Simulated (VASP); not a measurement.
Here is a VASP 6.6.1 calculation.

File INCAR:

```
PREC = Accurate
ENCUT = 520
EDIFF = 1E-6
ISMEAR = 0
SIGMA = 0.02
LREAL = F
LASPH = T
NELM = 60
ALGO = Normal
ISIF = 2
LWAVE = F
LCHARG = F
GGA = PE
NBANDS = 15
```

KPOINTS

```
regular mesh
0
Gamma
  10 4 4
```

File POSCAR:

```
AlH7
1.0
    2.6087933328      0.0000000000      0.0000000000
    0.0000000000      5.7467294663      3.8586334144
    0.0000000000     -5.7467294663      3.8586334144
Al H
1 7
Direct
    0.5000000000      0.4429875130      0.4429875130
    0.6435549670      0.1493440520      0.8504453301
    0.3564450330      0.8504453301      0.1493440520
    0.6435549670      0.8504453301      0.1493440520
    0.3564450330      0.1493440520      0.8504453301
    0.0000000000      0.2868077539      0.4844186266
    0.0000000000      0.4844186266      0.2868077539
    0.5000000000      0.6478562021      0.6478562021
```

Potentials or basis: VASP PAW PBE potentials, release 64 (Al, H).

Run with:

```sh
$ cat potpaw_PBE.64/Al/POTCAR potpaw_PBE.64/H/POTCAR > POTCAR
$ mpirun -np 1 vasp_std > vasp.out
```

Task: Predict the band gap on the k mesh.

Result: 3.13 eV (least direct gap 3.17 eV).

Task: What does it give for the largest force?

Result: 0.015 eV/Å.

Forces on the atoms (eV/Å):
```
Al   0.000  0.000  0.002
H   -0.015  0.000  0.000
H    0.015  0.000  0.000
H   -0.015  0.000  0.000
H    0.015  0.000  0.000
H    0.000  0.008 -0.001
H    0.000 -0.008 -0.001
H    0.000  0.000  0.001
```

A k mesh can miss the band edges.
